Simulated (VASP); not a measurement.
Here is a VASP 6.6.1 calculation.

Contents of INCAR:

```
SYSTEM = Si
  PREC = Accurate
  ENCUT = 520
  EDIFF = 1E-7
  ISMEAR = -1
  SIGMA = 0.05
  LREAL = Auto
  LASPH = .TRUE.
  NELM = 100
  ALGO = Normal
  ISIF = 2
  LWAVE = .FALSE.
  LCHARG = .FALSE.
  GGA = PS
  NBANDS = 48
```

KPOINTS

```
regular mesh
0
G
  2 2 2
  0 0 0
```

File POSCAR:

```
Si
1.0
    0.0000000000      5.4300000000      5.4300000000
    5.4300000000      0.0000000000      5.4300000000
    5.4300000000      5.4300000000      0.0000000000
Si
17
Direct
   -0.0025209024     -0.0054761510     -0.0065168508
    0.0637801105      0.1450436464      0.1454244936
   -0.0029674033     -0.0051051565      0.5142548803
    0.1392014733      0.1158440147      0.6223130755
   -0.0040031308      0.5140178637     -0.0049948435
    0.1387871087      0.6228928177      0.1150197053
    0.0381081952      0.4876886740      0.4870897790
    0.1386455801      0.6231393186      0.6232061694
    0.4414243094      0.0186484346      0.0198128913
    0.6217113260      0.1129803867      0.1093244015
    0.5113491713     -0.0169893186      0.5028029466
    0.6211936464      0.1138689687      0.6554306630
    0.5113399632      0.5032872928     -0.0178500921
    0.6196992634      0.6535088398      0.1137815838
    0.5112928177      0.5032911602      0.5032362799
    0.6642848066      0.6121048803      0.6117242173
    0.6538860958      0.2792840700      0.2828052486
```

Potentials or basis: VASP PAW PBE potentials, release 64 (Si).

Run with:

```bash
$ cat potpaw_PBE.64/Si/POTCAR > POTCAR
$ mpirun -np 1 vasp_std > vasp.out
```

Problem. Estimate the band gap on the k mesh.

Solution. Zero (bands 34 and 35 overlap by 0.10 eV).

Problem. What does it give for the pressure?

Solution. 2.6 GPa.

Problem. Estimate the largest force.

Solution. 0.145 eV/Å.

Forces in eV/Å, atoms in the order of the input:
```
Si  -0.002  0.001 -0.006
Si  -0.023  0.024  0.026
Si  -0.002  0.003 -0.005
Si   0.014 -0.015  0.000
Si   0.007 -0.007 -0.001
Si   0.009 -0.008 -0.021
Si   0.038 -0.038 -0.032
Si   0.010 -0.010 -0.021
Si  -0.012  0.010  0.005
Si   0.006  0.011 -0.007
Si   0.017 -0.019  0.039
Si  -0.013 -0.005 -0.009
Si   0.030  0.034 -0.030
Si  -0.009  0.004  0.009
Si  -0.032 -0.033 -0.030
Si   0.031 -0.029 -0.018
Si  -0.068  0.078  0.101
```

Caveat: the k points lie up to 0.50 Å⁻¹ apart; the PAW data sets were made with another functional, which shifts forces and pressure a little.
